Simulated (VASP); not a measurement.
Set up this calculation in VASP 6.6.1, as the native input.

- Task: single point
- Functional: PBEsol
- Potentials or basis: VASP PAW PBE potentials, release 64 (Be, Sb, P)
- Cutoff: 520 eV
- k mesh: 8 × 8 × 8
- Occupations: fermi-dirac, width 0.15 eV
- Spin: no spin polarisation
- Dipole correction: no
- Further INCAR settings: ALGO = Normal; EDIFF = 1e-06; NBANDS = 16

The structure of Be3SbP lies in POSCAR:

```
Be3SbP
1.0
    4.2116982080      0.0000000000      0.0000000000
    0.0000000000      4.2116982080      0.0000000000
    0.0000000000      0.0000000000      4.2116982080
Be Sb P
3 1 1
Direct
    0.0000000000      0.5000000000      0.5000000000
    0.5000000000      0.0000000000      0.5000000000
    0.5000000000      0.5000000000      0.0000000000
    0.0000000000      0.0000000000      0.0000000000
    0.5000000000      0.5000000000      0.5000000000
```

One way to write it, as run:

INCAR

```
PREC     = Accurate       # precision mode
ENCUT    = 520            # plane-wave cutoff, eV
EDIFF    = 1E-6           # SCF threshold, eV
ISMEAR   = -1             # smearing method
SIGMA    = 0.15           # smearing width, eV
LREAL    = F              # projectors in reciprocal space
LASPH    = T              # aspherical terms in the spheres
NELM     = 100            # most SCF steps
ALGO     = Normal         # electronic algorithm
ISIF     = 2              # what is computed and relaxed
LWAVE    = F              # write WAVECAR
LCHARG   = F              # write CHGCAR
GGA      = PS             # functional
NBANDS   = 16             # bands
```

KPOINTS

```
Automatic mesh
0
Gamma
  8 8 8
```

Potentials or basis: VASP PAW PBE potentials, release 64 (Be, Sb, P).

The run is started by

```sh
$ cat potpaw_PBE.64/Be/POTCAR potpaw_PBE.64/Sb/POTCAR potpaw_PBE.64/P/POTCAR > POTCAR
$ mpirun -np 1 vasp_std > vasp.out
```

Results of the run:

| Item | Value |
| --- | --- |
| Pressure | 0.2 GPa |
| Band gap on the k mesh | zero (band 8 reaches 7.15 eV, above the bottom of band 9 at 6.54 eV) |

Caveat: the PAW data sets were made with another functional, which shifts forces and pressure a little; spin-orbit coupling is left out, which moves the levels of the heavy elements.

Run time: 27 s on 1 thread of Intel(R) Xeon(R) Platinum 8259CL CPU @ 2.50GHz (Skylake/Cascade Lake) (shared host), peak memory 0.2 GiB.
